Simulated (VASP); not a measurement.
Set up this calculation in VASP 6.6.1, as the native input.

* Task: density of states
* Functional: PBE
* Potentials or basis: VASP PAW PBE potentials, release 64 (Ca_sv)
* Cutoff: 520 eV
* k mesh: 4 × 4 × 4
* Occupations: fermi-dirac, width 0.1 eV
* Spin: no spin polarisation
* Dipole correction: no
* k mesh for the DOS: 6 × 6 × 6
* Occupations for the DOS: tetrahedron
* Further INCAR settings: ALGO = Fast; EDIFF = 1e-06

Crystal: Ca.

```
Ca
1.0
    -2.20520    2.20520    2.19611
     2.20520   -2.20520    2.19611
     2.20520    2.20520   -2.19611
Ca
1
Direct
  0.50000 0.50000 0.00000
```

These files were run (other wordings do the same):

POSCAR

```
Ca
1.0
   -2.2052049036      2.2052049036      2.1961148100
    2.2052049036     -2.2052049036      2.1961148100
    2.2052049036      2.2052049036     -2.1961148100
Ca
1
Direct
    0.5000000000      0.5000000000      0.0000000000
```

INCAR.step1

```
SYSTEM = Ca
  PREC = Accurate
  ENCUT = 520
  EDIFF = 1E-6
  ISMEAR = -1
  SIGMA = 0.1
  LREAL = .False.
  LASPH = .True.
  NELM = 100
  ALGO = Fast
  ISIF = 2
  LWAVE = .False.
  LCHARG = .True.
  GGA = PE
  NBANDS = 11
```

KPOINTS.step1

```
regular mesh
0
Gamma
  4 4 4
  0 0 0
```

INCAR.step2

```
SYSTEM = Ca
  PREC = Accurate
  ENCUT = 520
  EDIFF = 1E-6
  ISMEAR = -5
  SIGMA = 0.1
  LREAL = .False.
  LASPH = .True.
  NELM = 100
  ALGO = Fast
  ISIF = 2
  LWAVE = .False.
  LCHARG = .False.
  GGA = PE
  LORBIT = 11
  NEDOS = 2001
  ICHARG = 11
```

KPOINTS.step2

```
regular mesh
0
Gamma
  6 6 6
  0 0 0
```

Potentials or basis: VASP PAW PBE potentials, release 64 (Ca_sv).

Run with:

```sh
$ cat potpaw_PBE.64/Ca_sv/POTCAR > POTCAR
$ cp INCAR.step1 INCAR
$ cp KPOINTS.step1 KPOINTS
$ mpirun -np 1 vasp_std > vasp.out
$ cp INCAR.step2 INCAR
$ cp KPOINTS.step2 KPOINTS
$ mpirun -np 1 vasp_std > vasp.out
```

Results of the run:

| Item | Value |
| --- | --- |
| Valence electrons inside the program's atomic spheres | Ca 8.08 |

Caveat: the k points lie up to 0.50 Å⁻¹ apart.

It took 7.2 s on 1 thread of Intel(R) Xeon(R) 6975P-C (Granite Rapids), with other jobs on the host, peak memory 0.15 GiB.
